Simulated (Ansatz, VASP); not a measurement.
## ScIn2Se2 in VASP and in Ansatz

```
CELL_PARAMETERS angstrom
3.85167 0.00000 0.00000
-1.92584 3.33565 0.00000
0.00000 0.00000 10.40508
ATOMIC_POSITIONS crystal
Sc 0.00000 0.00000 0.00000
In 0.33333 0.66667 0.62581
In 0.66667 0.33333 0.37419
Se 0.66667 0.33333 0.84975
Se 0.33333 0.66667 0.15025
```

Alike in both runs: task relaxation of cell and atoms; functional PBE; k mesh 12 × 12 × 4; occupations gaussian, width 0.1 eV; no spin polarisation.

|  | VASP | Ansatz |
| --- | --- | --- |
| version | VASP 6.6.1 | Ansatz 0.2.0 |
| potentials or method | VASP PAW PBE potentials, release 64 (Sc_sv, In_d, Se), cutoff 600 eV | scalar-relativistic, plane waves, PAW |
| valence electrons in the cell | 49 | 69 |

|  | VASP | Ansatz | Ansatz less VASP |
| --- | --- | --- | --- |
| gap on the k mesh at the Fermi level, each at its own relaxed structure (eV) | none | none | - |
| relaxed volume (Å³/atom) | 26.63 | 26.58 | -0.051 |
| relaxed length of the cell vector where the two differ most in proportion (Å) | 10.401 | 10.389 | -0.0118 |

A gap of «none» marks a metal or a gap that the smearing closes. VASP's potentials hold 49 valence electrons a cell and Ansatz's 69, so a difference there can come from the potentials and not from the codes.
